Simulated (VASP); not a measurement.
# Cd (P1) in VASP: single point with PBE

Aim: the single point of Cd with PBE.

All numbers are computed with VASP 6.6.1; they aren't measurements. Logs are shortened: lines on timing, memory, paths and dates and some standing lists are left out, and cuts for length are marked.

**1. The cell of the first run**

The typed cell holds 4 atoms: a = 3.388 Å, b = 5.402 Å, c = 5.413 Å, α = 111.06°, β = 90.03°, γ = 90.00°.

**2. Single point, PBE**

INCAR

```
PREC     = Accurate       # precision mode
ENCUT    = 520            # plane-wave cutoff, eV
EDIFF    = 1E-6           # SCF threshold, eV
ISMEAR   = 0              # smearing method
SIGMA    = 0.2            # smearing width, eV
LREAL    = False          # projectors in reciprocal space
LASPH    = True           # aspherical terms in the spheres
NELM     = 60             # most SCF steps
ALGO     = Fast           # electronic algorithm
ISIF     = 2              # what is computed and relaxed
LWAVE    = False          # write WAVECAR
LCHARG   = False          # write CHGCAR
GGA      = PE             # functional
NBANDS   = 32             # bands
```

KPOINTS

```
regular mesh
0
Gamma
  6 4 4
```

POSCAR

```
Cd
1.0
   -2.3965402791     -0.0020805768     -2.3949172566
   -2.1576460207     -4.4555219895      2.1625318744
   -2.1669885596      4.4606545755      2.1685733407
Cd
4
Direct
    0.0012179257     -0.0000470091      0.0006778084
    0.5021267291      0.5011236612     -0.0002585190
    0.4975408405     -0.0002049275      0.5010042971
   -0.0008854952      0.4991282754      0.4985764135
```

Potentials or basis: VASP PAW PBE potentials, release 64 (Cd).

Run with:

```bash
cat potpaw_PBE.64/Cd/POTCAR > POTCAR
mpirun -np 1 vasp_std > vasp.out
```

OUTCAR:

```text
PREC = Accurate
   ENCUT = 520
   EDIFF = 1E-6
   ISMEAR = 0
   LREAL = False
   LASPH = True
   NELM = 60
   ISIF = 2
   GGA = PE

 ion  position               nearest neighbor table
   1  0.001  1.000  0.001-   4 3.05   4 3.07   2 3.18   2 3.18   3 3.19   3 3.19   2 3.19   3 3.20
                             2 3.20   3 3.20
   2  0.502  0.501  1.000-   3 3.06   3 3.06   1 3.18   1 3.18   4 3.18   4 3.19   1 3.19   4 3.20
                             1 3.20   4 3.20
   3  0.498  1.000  0.501-   2 3.06   2 3.06   4 3.18   1 3.19   4 3.19   1 3.19   4 3.19   4 3.19
                             1 3.20   1 3.20
   4  0.999  0.499  0.499-   1 3.05   1 3.07   2 3.18   3 3.18   3 3.19   2 3.19   3 3.19   3 3.19
                             2 3.20   2 3.20

  LATTYP: Found a triclinic cell.
 ALAT       =     5.4125769272
 B/A-ratio  =     0.9980809621
 C/A-ratio  =     0.6259630106
 COS(alpha) =     0.0000585012
 COS(beta)  =     0.0005212660
 COS(gamma) =     0.3594194392

  Lattice vectors:

 A1 = (   2.1669885596,  -4.4606545755,  -2.1685733407)
 A2 = (  -2.1576460207,  -4.4555219895,   2.1625318744)
 A3 = (  -2.3965402791,  -0.0020805768,  -2.3949172566)

Analysis of symmetry for initial positions (statically):
=====================================================================
 Subroutine PRICEL returns:
 Original cell was already a primitive cell.

 Routine SETGRP: Setting up the symmetry group for a
 triclinic supercell.

 Subroutine GETGRP returns: Found  1 space group operations
 (whereof  1 operations were pure point group operations)
 out of a pool of  2 trial point group operations.

The static configuration has the point symmetry C_1 .

Analysis of symmetry for dynamics (positions and initial velocities):
=====================================================================
 Subroutine PRICEL returns:
 Original cell was already a primitive cell.

 Routine SETGRP: Setting up the symmetry group for a
 triclinic supercell.

 Subroutine GETGRP returns: Found  1 space group operations
 (whereof  1 operations were pure point group operations)
 out of a pool of  2 trial point group operations.

The dynamic configuration has the point symmetry C_1 .

 Subroutine INISYM returns: Found  1 space group operations
 (whereof  1 operations are pure point group operations),
 and found     1 'primitive' translations

----------------------------------------------------------------------------------------

                                     Primitive cell

  volume of cell :      92.4465

  direct lattice vectors                    reciprocal lattice vectors
    -2.396540279 -0.002080577 -2.394917257    -0.208860739 -0.000077539 -0.208548610
    -2.157646021 -4.455521990  2.162531874    -0.115508889 -0.112355116  0.115684776
    -2.166988560  4.460654576  2.168573341    -0.115473399  0.111956472  0.115454392

  length of vectors
     3.388072948  5.402189987  5.412576927     0.295153074  0.198365680  0.197985035

  position of ions in fractional coordinates (direct lattice)
     0.001217926  0.999952991  0.000677808
     0.502126729  0.501123661  0.999741481
     0.497540841  0.999795072  0.501004297
     0.999114505  0.499128275  0.498576413

  ion indices of the primitive-cell ions
   primitive index   ion index
                 1           1
                 2           2
                 3           3
                 4           4

----------------------------------------------------------------------------------------

 KPOINTS: regular mesh

Automatic generation of k-mesh.
 Grid dimensions read from file:
 generate k-points for:    6    4    4

 Generating k-lattice:

  Cartesian coordinates                     Fractional coordinates (reciprocal lattice)
    -0.034810123 -0.000012923 -0.034758102     0.166666667  0.000000000  0.000000000
    -0.028877222 -0.028088779  0.028921194    -0.000000000  0.250000000  0.000000000
    -0.028868350  0.027989118  0.028863598     0.000000000  0.000000000  0.250000000

  Length of vectors
     0.049192179  0.049591420  0.049496259

  Shift w.r.t. Gamma in fractional coordinates (k-lattice)
     0.000000000  0.000000000  0.000000000

 Subroutine IBZKPT returns following result:
 ===========================================

 Found     52 irreducible k-points:

 Following reciprocal coordinates:
            Coordinates               Weight
  0.000000  0.000000  0.000000      1.000000
  0.166667  0.000000  0.000000      2.000000
  0.333333  0.000000  0.000000      2.000000
  0.500000  0.000000 -0.000000      1.000000
 -0.000000  0.250000  0.000000      2.000000
  0.166667  0.250000  0.000000      2.000000
[... 16 lines left out ...]
  0.333333  0.250000  0.250000      2.000000
  0.500000  0.250000  0.250000      2.000000
 [... further k-points ...]
   k-points           NKPTS =     52   k-points in BZ     NKDIM =     52   number of bands    NBANDS=     32
   number of dos      NEDOS =    301   number of ions     NIONS =      4
   total plane-waves  NPLWV =  44800
   dimension x,y,z NGX =    28 NGY =   40 NGZ =   40
   dimension x,y,z NGXF=    56 NGYF=   80 NGZF=   80
   ions per type =               4
   NGX,Y,Z   is equivalent  to a cutoff of  13.74, 12.31, 12.29 a.u.
   NGXF,Y,Z  is equivalent  to a cutoff of  27.48, 24.62, 24.57 a.u.
 SYSTEM =  unknown system
   PREC   = accura    normal or accurate (medium, high low for compatibility)
   ISTART =      0    job   : 0-new  1-cont  2-samecut
   ICHARG =      2    charge: 1-file 2-atom 10-const
   ISPIN  =      1    spin polarized calculation?
   LNONCOLLINEAR =      F non collinear calculations
   LSORBIT =      F    spin-orbit coupling
   LASPH  =      T    aspherical Exc in radial PAW
   ENCUT  =  520.0 eV  38.22 Ry    6.18 a.u.   6.30 10.04 10.06*2*pi/ulx,y,z
   NELM   =     60;   NELMIN=  2; NELMDL= -5     # of ELM steps
   EDIFF  = 0.1E-05   stopping-criterion for ELM
   LREAL  =      F    real-space projection
   EDIFFG = 0.1E-04   stopping-criterion for IOM
   NSW    =      0    number of steps for IOM
   IBRION =     -1    ionic relax: 0-MD 1-quasi-New 2-CG
   NFREE  =      0    steps in history (QN), initial steepest desc. (CG)
   ISIF   =      2    stress and relaxation
   ISYM   =      2    0-nonsym 1-usesym 2-fastsym
   POTIM  = 0.5000    time-step for ionic-motion
   TEBEG  =    0.0;   TEEND  =   0.0 temperature during run
   PSTRESS=    0.0 pullay stress
   NELECT =      48.0000    total number of electrons
   NUPDOWN=      -1.0000    fix difference up-down
   EMIN   =  10.00;   EMAX   =-10.00  energy-range for DOS
   EFERMI =   0.00;   METHOD = LEGACY
   ISMEAR =     0;   SIGMA  =   0.20  broadening in eV -4-tet -1-fermi 0-gaus
   EFERMI_NEDOS =   21; number of points for ismear=-14 and -15
   IALGO  =     68    algorithm
   IMIX   =      4    mixing-type and parameters
     AMIX     =   0.40;   BMIX     =  1.00
     AMIX_MAG =   1.60;   BMIX_MAG =  1.00
  volume/ion in A,a.u.               =      23.11       155.96
  Fermi-wavevector in a.u.,A,eV,Ry     =   1.315806  2.486513 23.556381  1.731345
  Thomas-Fermi vector in A             =   2.445963
   LORBIT       =      0    0 simple, 1 ext, 2 COOP (PROOUT), +10 PAW based schemes
   GGA     = PE    functional components
   LHFCALC =     F    Hartree Fock is set to
   AEXX    =    0.0000 exact exchange contribution
   IVDW    =     0    specifies the selected vdW correction
   LEPSILON=     F    determine dielectric tensor
   LRPA    =     F    only Hartree local field effects (RPA)
 non-spin polarized calculation
 RMM-DIIS sequential band-by-band and
 Gauss-broadening in eV      SIGMA  =   0.20
  energy-cutoff  :      520.00
  volume of cell :       92.45
 maximum number of plane-waves:      2511
 NGX is ok and might be reduce to    28
   NGX = 13   NGY = 21   NGZ = 21

 number of electron      47.9999995 magnetization

 Free energy of the ion-electron system (eV)
  ---------------------------------------------------
  ext. energy  EPLUGINS =         0.00000000
  ---------------------------------------------------
  free energy    TOTEN  =        -3.03472882 eV

  energy without entropy =       -3.02264944  energy(sigma->0) =       -3.02868913

 E-fermi :   2.3775     XC(G=0): -10.6798

 val. band max:        2.1157791751   @ k =  -0.1667   0.2500   0.5000
 cond. band min:       2.4793347076   @ k =   0.5000  -0.2500   0.2500
 fundamental gap:      0.3635555325
 Fermi energy:         2.3774581349

 k-point     1 :       0.0000    0.0000    0.0000
  band No.  band energies     occupation
      1      -7.1795      2.00000
      2      -7.0157      2.00000
      3      -6.9777      2.00000
      4      -6.9773      2.00000
      5      -6.7072      2.00000
      6      -6.7043      2.00000
[... 24 lines left out ...]
     31      13.1895      0.00000
     32      13.2196      0.00000

 k-point     2 :       0.1667    0.0000    0.0000
  band No.  band energies     occupation
      1      -7.1235      2.00000
      2      -6.8847      2.00000
      3      -6.8844      2.00000
      4      -6.8786      2.00000
      5      -6.7288      2.00000
      6      -6.7264      2.00000
[... 24 lines left out ...]
     31      10.9724      0.00000
     32      11.2014      0.00000

 k-point     3 :       0.3333    0.0000    0.0000
  band No.  band energies     occupation
      1      -6.9839      2.00000
      2      -6.7561      2.00000
      3      -6.7551      2.00000
      4      -6.7085      2.00000
      5      -6.7083      2.00000
      6      -6.6843      2.00000
[... 24 lines left out ...]
     31       8.0947      0.00000
     32       8.1144      0.00000

 k-point     4 :       0.5000    0.0000   -0.0000
  band No.  band energies     occupation
      1      -6.8175      2.00000
      2      -6.8164      2.00000
      3      -6.7499      2.00000
      4      -6.7497      2.00000
      5      -6.6199      2.00000
      6      -6.6199      2.00000
[... 24 lines left out ...]
     31       6.5729      0.00000
     32       6.5789      0.00000

 k-point     5 :      -0.0000    0.2500    0.0000
  band No.  band energies     occupation
      1      -7.0288      2.00000
      2      -6.9310      2.00000
      3      -6.8982      2.00000
      4      -6.8591      2.00000
      5      -6.6598      2.00000
      6      -6.6391      2.00000
[... 584 lines left out ...]
     31      11.2930      0.00000
     32      11.9378      0.00000

 k-point    22 :       0.1667    0.2500    0.2500
  band No.  band energies     occupation
      1      -6.7739      2.00000
      2      -6.7654      2.00000
      3      -6.6793      2.00000
      4      -6.6780      2.00000
      5      -6.6612      2.00000
      6      -6.5959      2.00000
[... 24 lines left out ...]
     31       7.8841      0.00000
     32      12.5565      0.00000

 k-point    23 :       0.3333    0.2500    0.2500
  band No.  band energies     occupation
      1      -6.9006      2.00000
      2      -6.7653      2.00000
      3      -6.6911      2.00000
      4      -6.6879      2.00000
      5      -6.6869      2.00000
      6      -6.6842      2.00000
[... 24 lines left out ...]
     31       8.3459      0.00000
     32      10.0497      0.00000

 k-point    24 :       0.5000    0.2500    0.2500
  band No.  band energies     occupation
      1      -6.8793      2.00000
      2      -6.8789      2.00000
      3      -6.7760      2.00000
      4      -6.7757      2.00000
      5      -6.6979      2.00000
      6      -6.6977      2.00000
[... 24 lines left out ...]
     31       8.6784      0.00000
     32       8.6853      0.00000

 [... further k-points ...]

------------------------ aborting loop because EDIFF is reached ----------------------------------------

  FORCE on cell =-STRESS in cart. coord.  units (eV):
  Direction    XX          YY          ZZ          XY          YZ          ZX
  --------------------------------------------------------------------------------------
  -------------------------------------------------------------------------------------
  Total        0.1431712      0.1063956      0.1319341      0.0296881     -0.0392772     -0.0148889
  in kB        2.4812807      1.8439282      2.2865322      0.5145197     -0.6807078     -0.2580372
  external PRESSURE =       2.2039137 kB  Pullay stress =       0.0000000 kB

 VOLUME and BASIS-vectors are now :
 -----------------------------------------------------------------------------
  energy-cutoff  :      520.00
  volume of cell :       92.45
      direct lattice vectors                 reciprocal lattice vectors
    -2.396540279 -0.002080577 -2.394917257    -0.208860739 -0.000077539 -0.208548610
    -2.157646021 -4.455521990  2.162531874    -0.115508889 -0.112355116  0.115684776
    -2.166988560  4.460654576  2.168573341    -0.115473399  0.111956472  0.115454392

 POSITION                                       TOTAL-FORCE (eV/Angst)
 -----------------------------------------------------------------------------------
     -2.16193     -4.45229      2.16098         0.008158     -0.009036     -0.003418
     -4.45104      2.22569      2.04916         0.010430      0.005122     -0.005150
     -4.43525     -2.22084      2.05698        -0.006560     -0.000409     -0.002008
     -4.55177     -0.00198     -0.23222        -0.012028      0.004323      0.010575
 -----------------------------------------------------------------------------------
    total drift:                               -0.000017      0.000023      0.000047

  FREE ENERGIE OF THE ION-ELECTRON SYSTEM (eV)
  ---------------------------------------------------
  free  energy   TOTEN  =        -3.0347288233 eV

  energy  without entropy=       -3.0226494389  energy(sigma->0) =       -3.02868913
```

Run time: 47 s. Hardware: 1 thread of Intel Xeon 6975P-C (Granite Rapids), shared host; peak memory 0.26 GiB.

What came out:

* Free energy: -3.0347 eV
* Pressure: 0.2 GPa
* Largest force: 0.017 eV/Å
* Band gap on the k mesh: zero (bands 24 and 25 overlap by 2.63 eV)

Forces in eV/Å, atoms in the order of the input:
```
Cd   0.008 -0.009 -0.003
Cd   0.010  0.005 -0.005
Cd  -0.007  0.000 -0.002
Cd  -0.012  0.004  0.011
```

Levels at points of the mesh, in eV from the Fermi level:
| k point | band 21 | band 22 | band 23 | band 24 | band 25 | band 26 | band 27 | band 28 |
| --- | --- | --- | --- | --- | --- | --- | --- | --- |
| (0.00, 0.00, 0.00) | -8.11 | -1.78 | -1.77 | -0.74 | -0.71 | -0.42 | 1.49 | 4.98 |
| (0.50, 0.00, 0.00) | -4.35 | -4.35 | 1.79 | 1.79 | 1.85 | 1.85 | 2.47 | 2.47 |
| (0.00, 0.50, 0.00) | -6.56 | -6.56 | -2.07 | -2.06 | 2.76 | 2.79 | 6.36 | 6.41 |
| (0.50, 0.50, 0.00) | -2.64 | -2.63 | -2.63 | -2.63 | 1.68 | 1.69 | 1.71 | 1.72 |
| (0.00, 0.00, 0.50) | -6.57 | -6.56 | -2.05 | -2.04 | 2.78 | 2.80 | 6.35 | 6.36 |
| (0.50, 0.00, 0.50) | -2.65 | -2.64 | -2.64 | -2.63 | 1.71 | 1.72 | 1.73 | 1.74 |
| (0.00, 0.50, 0.50) | -6.07 | -6.06 | -3.42 | -3.41 | 5.00 | 5.01 | 5.07 | 5.10 |
| (0.50, 0.50, 0.50) | -2.26 | -2.26 | -1.91 | -1.90 | -0.67 | -0.66 | 1.16 | 1.17 |
